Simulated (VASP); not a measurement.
Write the native input for VASP 6.6.1 that does the following.

```
Task                   : single point
Functional             : PBEsol
Potentials or basis    : VASP PAW PBE potentials, release 64 (Mn_pv, Si)
Cutoff                 : 520 eV
k mesh                 : 10 × 10 × 5
Occupations            : fermi-dirac, width 0.05 eV
Spin                   : collinear spin, ferromagnetic start
Starting moments       : [4.0, 4.0, 4.0, 0.0] μB
Dipole correction      : no
Further INCAR settings : ALGO = Normal; EDIFF = 1e-06; NBANDS = 34
```

The structure of Mn3Si lies in POSCAR:

```
Mn3Si
1.0
    2.8459443296      0.0000000000      0.0000000000
    0.0000000000      2.8459443296      0.0000000000
    0.0000000000      0.0000000000      5.7958198333
Mn Si
3 1
Direct
    0.5000000000      0.5000000000      0.0000000000
    0.0000000000      0.0000000000      0.2534490000
    0.0000000000      0.0000000000      0.7465510000
    0.5000000000      0.5000000000      0.5000000000
```

This cell differs from its parent crystal: volume scaled by 1.06.

One way to write it, as run:

INCAR

```
SYSTEM = Mn3Si
PREC = Accurate
ENCUT = 520
EDIFF = 1E-6
ISMEAR = -1
SIGMA = 0.05
LREAL = .FALSE.
LASPH = .TRUE.
NELM = 150
ALGO = Normal
ISIF = 2
LWAVE = .FALSE.
LCHARG = .FALSE.
ISPIN = 2
MAGMOM = 4 4 4 0
LORBIT = 11
LMAXMIX = 4
GGA = PS
NBANDS = 34
```

KPOINTS

```
regular mesh
0
G
  10 10 5
  0 0 0
```

Potentials or basis: VASP PAW PBE potentials, release 64 (Mn_pv, Si).

The run is started by

```sh
$ cat potpaw_PBE.64/Mn_pv/POTCAR potpaw_PBE.64/Si/POTCAR > POTCAR
$ mpirun -np 1 vasp_std > vasp.out
```

It gave:

```json
{
 "Pressure": "-18.7 GPa",
 "Largest force": "0.149 eV/Å",
 "Net moment": "1.16 μB per cell",
 "Site moments": "Mn +2.27, -0.59; Si +0.04 μB",
 "Valence electrons inside the program's atomic spheres": "Mn 11.77, 11.91; Si 1.59"
}
```

Caveat: the PAW data sets were made with another functional, which shifts forces and pressure a little.

Run time: 120 s on 1 thread of Intel(R) Xeon(R) 6975P-C (Granite Rapids), with other jobs on the host, peak memory 0.28 GiB.
